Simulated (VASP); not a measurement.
# Ta (Fd-3m) in VASP: a series of runs, part 2 of 2

VASP 6.6.1. The steps go on from the part before.

## (4) Relaxation of cell and atoms, PBE, target pressure 19 GPa, at which the enthalpy is minimised

This run uses another cell than the first one, of 20.91 Å³/atom, 0.895 times its volume.

File INCAR:

```
PREC     = Accurate       # precision mode
ENCUT    = 600            # plane-wave cutoff, eV
EDIFF    = 1E-6           # SCF threshold, eV
ISMEAR   = -1             # smearing method
SIGMA    = 0.1            # smearing width, eV
LREAL    = False          # projectors in reciprocal space
LASPH    = True           # aspherical terms in the spheres
NELM     = 80             # most SCF steps
ALGO     = Normal         # electronic algorithm
ISIF     = 3              # what is computed and relaxed
LWAVE    = False          # write WAVECAR
LCHARG   = False          # write CHGCAR
GGA      = PE             # functional
IBRION   = 2              # ionic algorithm
NSW      = 60             # ionic steps
EDIFFG   = -0.005         # ionic threshold
PSTRESS  = 190.0
```

File KPOINTS:

```
regular mesh
0
Gamma
  12 12 12
```

File POSCAR:

```
Ta
1.0
    0.0000000000      2.7551906512      2.7551906512
    2.7551906512      0.0000000000      2.7551906512
    2.7551906512      2.7551906512      0.0000000000
Ta
2
Direct
   -0.1250000000     -0.1250000000     -0.1250000000
    0.1250000000      0.1250000000      0.1250000000
```

Potentials or basis: VASP PAW PBE potentials, release 64 (Ta_pv).

Started as:

```bash
$ cat potpaw_PBE.64/Ta_pv/POTCAR > POTCAR
$ mpirun -np 1 vasp_std > vasp.out
```

OUTCAR:

```text
PREC = Accurate
   ENCUT = 600
   EDIFF = 1E-6
   ISMEAR = -1
   LREAL = False
   LASPH = True
   NELM = 80
   ISIF = 3
   GGA = PE
   IBRION = 2
   NSW = 60
   EDIFFG = -0.005
   PSTRESS = 190.0

 ion  position               nearest neighbor table
   1  0.875  0.875  0.875-   2 2.39   2 2.39   2 2.39   2 2.39
   2  0.125  0.125  0.125-   1 2.39   1 2.39   1 2.39   1 2.39

  LATTYP: Found a face centered cubic cell.
 ALAT       =     5.5103813024

  Lattice vectors:

 A1 = (   0.0000000000,   2.7551906512,   2.7551906512)
 A2 = (   2.7551906512,   0.0000000000,   2.7551906512)
 A3 = (   2.7551906512,   2.7551906512,   0.0000000000)

Analysis of symmetry for initial positions (statically):
=====================================================================
 Subroutine PRICEL returns:
 Original cell was already a primitive cell.

 Routine SETGRP: Setting up the symmetry group for a
 face centered cubic supercell.

 Subroutine GETGRP returns: Found 48 space group operations
 (whereof 12 operations were pure point group operations)
 out of a pool of 48 trial point group operations.

The static configuration has the point symmetry D_3d.
 The point group associated with its full space group is O_h .

Analysis of symmetry for dynamics (positions and initial velocities):
=====================================================================
 Subroutine PRICEL returns:
 Original cell was already a primitive cell.

 Routine SETGRP: Setting up the symmetry group for a
 face centered cubic supercell.

 Subroutine GETGRP returns: Found 48 space group operations
 (whereof 12 operations were pure point group operations)
 out of a pool of 48 trial point group operations.

The dynamic configuration has the point symmetry D_3d.
 The point group associated with its full space group is O_h .

 Subroutine INISYM returns: Found 48 space group operations
 (whereof 12 operations are pure point group operations),
 and found     1 'primitive' translations

----------------------------------------------------------------------------------------
[... 138 lines left out ...]
  ---------------------------------------------------
  free energy    TOTEN  =       -16.54379526 eV

  energy without entropy =      -16.43957305  energy(sigma->0) =      -16.49168415

------------------------ aborting loop because EDIFF is reached ----------------------------------------

  FORCE on cell =-STRESS in cart. coord.  units (eV):
  Direction    XX          YY          ZZ          XY          YZ          ZX
  --------------------------------------------------------------------------------------
  -------------------------------------------------------------------------------------
  Total        9.6825714      9.6825714      9.6825714      0.0000000     -0.0000000      0.0000000
  in kB      370.8654059    370.8654059    370.8654059      0.0000000     -0.0000000      0.0000000
  external PRESSURE =     180.8654059 kB  Pullay stress =     190.0000000 kB
[... 25 lines left out ...]
--------------------------------------- Ionic step        2  -------------------------------------------

 number of electron      22.0000004 magnetization

 E-fermi :   1.9095     XC(G=0):  -9.9383

 val. band max:        1.9080022887   @ k =  -0.2500   0.4167   0.1667
 cond. band min:       1.9236980187   @ k =   0.4167   0.3333   0.0833
 fundamental gap:      0.0156957300
 Fermi energy:         1.9094692037

 k-point     1 :       0.0000    0.0000    0.0000
  band No.  band energies     occupation
      1     -32.2446      2.00000
      2     -32.2446      2.00000
      3     -32.2446      2.00000
      4     -31.4858      2.00000
      5     -31.4858      2.00000
      6     -31.4858      2.00000
      7      -3.6264      2.00000
      8       0.9876      1.99980
      9       0.9876      1.99980
     10       1.6125      1.90235
     11       1.6125      1.90235
     12       1.6125      1.90235
     13       3.8825      0.00000
     14       3.8825      0.00000
[... 486 lines left out ...]
  energy  without entropy=      -17.3301613275  energy(sigma->0) =      -17.38845164

  enthalpy is  TOTEN    =       -11.8441140662 eV   P V=        5.6026278892

[... ionic steps 4 to 14 ...]

--------------------------------------- Ionic step       15  -------------------------------------------

 number of electron      21.9999998 magnetization

------------------------ aborting loop because EDIFF is reached ----------------------------------------
[... 71 lines left out ...]
--------------------------------------- Ionic step       17  -------------------------------------------

 number of electron      21.9999998 magnetization

 Free energy of the ion-electron system (eV)
  ---------------------------------------------------
  ext. energy  EPLUGINS =         0.00000000
  ---------------------------------------------------
  free energy    TOTEN  =       -17.40514594 eV

  energy without entropy =      -17.28925626  energy(sigma->0) =      -17.34720110

 E-fermi :   3.2434     XC(G=0): -10.8839

 val. band max:        3.2336129855   @ k =   0.5000   0.2500   0.0000
 cond. band min:       3.2653520300   @ k =   0.5000   0.3333   0.0833
 fundamental gap:      0.0317390446
 Fermi energy:         3.2433943424

 k-point     1 :       0.0000    0.0000    0.0000
  band No.  band energies     occupation
      1     -30.9912      2.00000
      2     -30.9912      2.00000
      3     -30.9912      2.00000
      4     -29.6766      2.00000
      5     -29.6766      2.00000
      6     -29.6766      2.00000
      7      -2.9323      2.00000
      8       1.6968      2.00000
      9       1.6968      2.00000
     10       2.8819      1.94758
     11       2.8819      1.94758
     12       2.8819      1.94758
     13       5.5979      0.00000
     14       5.5979      0.00000
[... 448 lines left out ...]
  energy  without entropy=      -17.2892562572  energy(sigma->0) =      -17.34720110

  enthalpy is  TOTEN    =       -11.8452719669 eV   P V=        5.5598739750

 reached required accuracy - stopping structural energy minimisation
```

OSZICAR:

```text
N       E                     dE             d eps       ncg     rms          rms(c)
DAV:   1     0.183307259827E+03    0.18331E+03   -0.14261E+04  2160   0.166E+03
DAV:   2    -0.121474575341E+02   -0.19545E+03   -0.19323E+03  2671   0.412E+02
DAV:   3    -0.166808069877E+02   -0.45333E+01   -0.43304E+01  2700   0.573E+01
[... 97 lines left out ...]
       N       E                     dE             d eps       ncg     rms          rms(c)
DAV:   1    -0.174052295503E+02   -0.41490E-02   -0.22996E-03  2412   0.560E-01    0.726E-02
DAV:   2    -0.174051567901E+02    0.72760E-04   -0.15830E-04  2370   0.105E-01    0.221E-02
DAV:   3    -0.174051464915E+02    0.10299E-04   -0.40658E-05  2650   0.554E-02    0.803E-03
DAV:   4    -0.174051459419E+02    0.54966E-06   -0.21265E-06  2062   0.104E-02
  17 F= -.11845272E+02 E0= -.11787327E+02  d E =-.334312E-04
```

CONTCAR:

```text
Ta
   1.00000000000000
     0.0000000000000000    2.8619627559829666    2.8619627559829666
     2.8619627559829666   -0.0000000000000000    2.8619627559829666
     2.8619627559829666    2.8619627559829666    0.0000000000000000
  Ta
     2
Direct
     0.8750000000000000    0.8750000000000000    0.8750000000000000
     0.1250000000000000    0.1250000000000000    0.1250000000000000

  0.00000000E+00  0.00000000E+00  0.00000000E+00
  0.00000000E+00  0.00000000E+00  0.00000000E+00
```

Wall time 8.4 min (1 thread of AMD EPYC 7R13, shared host); peak memory 0.19 GiB.

What came out:

```
Free energy                                            : -17.4051 eV
Relaxed volume                                         : 23.44 Å³/atom
Relaxed cell                                           : a = 4.047 Å, b = 4.047 Å, c = 4.047 Å, α = 60.00°, β = 60.00°, γ = 60.00°
Space group after relaxing (to 0.05 Å)                 : Fd-3m (No. 227)
Energy change on relaxing (the enthalpy is what falls) : -430.7 meV/atom
Ionic steps                                            : 17
Pressure after relaxing                                : 19.0 GPa
Band gap on the k mesh                                 : zero (band 11 reaches 3.80 eV, above the bottom of band 12 at 2.66 eV)
```

The path:
```csv
step,energy change (eV),largest force (eV/Å),pressure (GPa),volume (Å³)
1,0.0000,0.0000,37.09,41.83
2,-1.3748,0.0000,-1.02,57.81
3,-0.9029,0.0000,18.00,47.24
4,-0.8648,0.0000,18.90,46.91
5,-0.8522,0.0000,19.20,46.81
6,-0.8525,0.0000,19.22,46.81
7,-0.8532,0.0000,19.18,46.82
8,-0.8532,0.0000,19.18,46.82
9,-0.8532,0.0000,19.18,46.82
10,-0.8533,0.0000,19.18,46.82
11,-0.8533,0.0000,19.18,46.82
12,-0.8535,0.0000,19.18,46.82
13,-0.8537,0.0000,19.18,46.82
14,-0.8542,0.0000,19.16,46.82
15,-0.8552,0.0000,19.14,46.83
16,-0.8573,0.0000,19.09,46.85
17,-0.8614,0.0000,19.01,46.88
```

Final structure:
```yaml
crystal:
  lattice:
    - [0.00000, 2.86196, 2.86196]
    - [2.86196, 0.00000, 2.86196]
    - [2.86196, 2.86196, 0.00000]
  atoms:
    - { symbol: Ta, position: [0.87500, 0.87500, 0.87500] }
    - { symbol: Ta, position: [0.12500, 0.12500, 0.12500] }
```

Levels at points of the mesh, in eV from the Fermi level:
```tsv
k point	band 9	band 10	band 11	band 12	band 13	band 14
(0.00, 0.00, 0.00)	-1.55	-0.36	-0.36	-0.36	2.35	2.35
(0.50, 0.00, 0.00)	-1.38	-1.38	-0.58	-0.58	0.28	3.85
(0.50, 0.50, 0.00)	-0.59	-0.59	-0.48	-0.48	1.86	1.86
```

Caveat: the cell is relaxed towards a set pressure, so the enthalpy falls and the energy may rise; spin-orbit coupling is left out, which moves the levels of the heavy elements.

## (5) Relaxation of cell and atoms, PBE, target pressure 19 GPa, at which the enthalpy is minimised

File INCAR:

```
SYSTEM = Ta
PREC = Accurate
ENCUT = 600
EDIFF = 1E-7
ISMEAR = -1
SIGMA = 0.1
LREAL = .FALSE.
LASPH = .TRUE.
NELM = 100
ALGO = Normal
ISIF = 3
LWAVE = .FALSE.
LCHARG = .FALSE.
GGA = PE
IBRION = 2
NSW = 32
EDIFFG = -0.005
PSTRESS = 190.0
```

File KPOINTS:

```
regular mesh
0
G
  12 12 12
  0 0 0
```

File POSCAR:

```
Ta
1.0
    0.0000000000      2.8587483819      2.8587483819
    2.8587483819      0.0000000000      2.8587483819
    2.8587483819      2.8587483819      0.0000000000
Ta
2
Direct
   -0.1250000000     -0.1250000000     -0.1250000000
    0.1250000000      0.1250000000      0.1250000000
```

Started as:

```bash
$ cat potpaw_PBE.64/Ta_pv/POTCAR > POTCAR
$ mpirun -np 1 vasp_std > vasp.out
```

It took 3.2 min on 1 thread of AMD EPYC 7R13, shared host; peak memory 0.19 GiB.

Results (log left out):

| Quantity | Value |
| --- | --- |
| Free energy | -17.4055 eV |
| Relaxed volume | 23.44 Å³/atom |
| Relaxed cell | a = 4.047 Å, b = 4.047 Å, c = 4.047 Å, α = 60.00°, β = 60.00°, γ = 60.00° |
| Space group after relaxing (to 0.05 Å) | Fd-3m (No. 227) |
| Energy change on relaxing (the enthalpy is what falls) | -9.3 meV/atom |
| Ionic steps | 3 |
| Pressure after relaxing | 19.0 GPa |
| Band gap on the k mesh | zero (band 11 reaches 3.80 eV, above the bottom of band 12 at 2.66 eV) |

Step by step:
```csv
step,energy change (eV),largest force (eV/Å),pressure (GPa),volume (Å³)
1,0.0000,0.0000,19.44,46.73
2,-0.0510,0.0000,18.23,47.16
3,-0.0186,0.0000,19.00,46.88
```

Final structure:
```cif
data_structure
_symmetry_space_group_name_H-M 'P 1'
_symmetry_Int_Tables_number 1
_cell_length_a 4.0473
_cell_length_b 4.0473
_cell_length_c 4.0473
_cell_angle_alpha 60.000
_cell_angle_beta 60.000
_cell_angle_gamma 60.000
_cell_volume 46.88
loop_
_atom_site_label
_atom_site_type_symbol
_atom_site_fract_x
_atom_site_fract_y
_atom_site_fract_z
_atom_site_occupancy
Ta1 Ta 0.87500 0.87500 0.87500 1
Ta2 Ta 0.12500 0.12500 0.12500 1
```

Levels at points of the mesh, in eV from the Fermi level:
```csv
k point,band 9,band 10,band 11,band 12,band 13,band 14
"(0.00, 0.00, 0.00)",-1.55,-0.36,-0.36,-0.36,2.35,2.35
"(0.50, 0.00, 0.00)",-1.38,-1.38,-0.58,-0.58,0.28,3.85
"(0.50, 0.50, 0.00)",-0.59,-0.59,-0.48,-0.48,1.86,1.86
```

Caveat: the cell is relaxed towards a set pressure, so the enthalpy falls and the energy may rise; spin-orbit coupling is left out, which moves the levels of the heavy elements.

## (6) The runs side by side

| task | cell | cutoff (eV) | gap on the mesh (eV) | pressure (GPa) |
| --- | --- | --- | --- | --- |
| single point | a = 4.043 Å, angles 60.0°, 2 atoms | 520 | none | 19.4 |
| single point | a = 4.040 Å, angles 60.0°, 2 atoms | 520 | none | 19.7 |
| relaxation of cell and atoms | relaxed to 19 GPa from a = 3.896 Å, angles 60.0°, 2 atoms | 600 | none | 19.0 |
| relaxation of cell and atoms | relaxed to 19 GPa from a = 4.043 Å, angles 60.0°, 2 atoms | 600 | none | 19.0 |

Alike in all rows: level PBE; potentials or basis VASP PAW PBE potentials, release 64 (Ta_pv); no spin polarisation; k mesh 12 × 12 × 12; smearing fermi-dirac 0.1 eV.

Caveats: spin-orbit coupling is left out, which moves the levels of the heavy elements; the cell is relaxed towards a set pressure, so the enthalpy falls and the energy may rise (some runs).

Total energies depend on the potentials used, so only differences within one code and one set of settings carry meaning.
